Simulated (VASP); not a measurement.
Wanted: the native input for a VASP 6.6.1 run.

| Item | Value |
| --- | --- |
| Task | single point |
| Functional | r2SCAN |
| Potentials or basis | VASP PAW PBE potentials, release 64 (C, Sn_d) |
| Cutoff | 520 eV |
| k mesh | 8 × 8 × 4 |
| Occupations | gaussian, width 0.01 eV |
| Spin | no spin polarisation |
| Dipole correction | no |
| Further INCAR settings | ALGO = Normal; EDIFF = 1e-06; NBANDS = 21 |

Crystal: SnC3.

```
C Sn
1.0
     2.91808    0.00000    0.00000
     0.00000    2.91808    0.00000
     0.00000    0.00000    4.54872
C Sn
3 1
Direct
  0.50000 0.00000 0.82036
  0.50000 0.50000 0.00000
  0.00000 0.50000 0.17964
  0.00000 0.00000 0.50000
```

This cell differs from its parent crystal: volume changed by -6%.

One way to write it, as run:

POSCAR

```
SnC3
1.0
    2.9180775456      0.0000000000      0.0000000000
    0.0000000000      2.9180775456      0.0000000000
    0.0000000000      0.0000000000      4.5487244287
C Sn
3 1
Direct
    0.5000000000      0.0000000000      0.8203632745
    0.5000000000      0.5000000000      0.0000000000
    0.0000000000      0.5000000000      0.1796367255
    0.0000000000      0.0000000000      0.5000000000
```

INCAR.step1

```
SYSTEM = SnC3
  PREC = Accurate
  ENCUT = 520
  ISMEAR = 0
  SIGMA = 0.01
  LREAL = .False.
  LASPH = .True.
  NELM = 80
  NBANDS = 21
  GGA = PE
  ALGO = Normal
  EDIFF = 1E-4
  LWAVE = .True.
  LCHARG = .False.
```

INCAR.step2

```
SYSTEM = SnC3
  PREC = Accurate
  ENCUT = 520
  EDIFF = 1E-6
  ISMEAR = 0
  SIGMA = 0.01
  LREAL = .False.
  LASPH = .True.
  NELM = 80
  ALGO = Normal
  ISIF = 2
  LWAVE = .False.
  LCHARG = .False.
  METAGGA = R2SCAN
  LMIXTAU = .True.
  NBANDS = 21
  ISTART = 1
```

KPOINTS

```
Automatic mesh
0
Gamma
  8 8 4
  0 0 0
```

Potentials or basis: VASP PAW PBE potentials, release 64 (C, Sn_d).

The run is started by

```console
$ cat potpaw_PBE.64/C/POTCAR potpaw_PBE.64/Sn_d/POTCAR > POTCAR
$ cp INCAR.step1 INCAR
$ mpirun -np 1 vasp_std > vasp.out
$ cp INCAR.step2 INCAR
$ mpirun -np 1 vasp_std > vasp.out
```

Results of the run:

* Pressure: 16.1 GPa
* Largest force: 0.387 eV/Å
* Band gap on the k mesh: 0.59 eV, indirect (least direct gap 0.82 eV)

Caveat: the PAW data sets were made with another functional, which shifts forces and pressure a little; spin-orbit coupling is left out, which moves the levels of the heavy elements.

Wall time 38 s on 1 thread of Intel(R) Xeon(R) 6975P-C (Granite Rapids), on a shared host, peak memory 0.18 GiB.
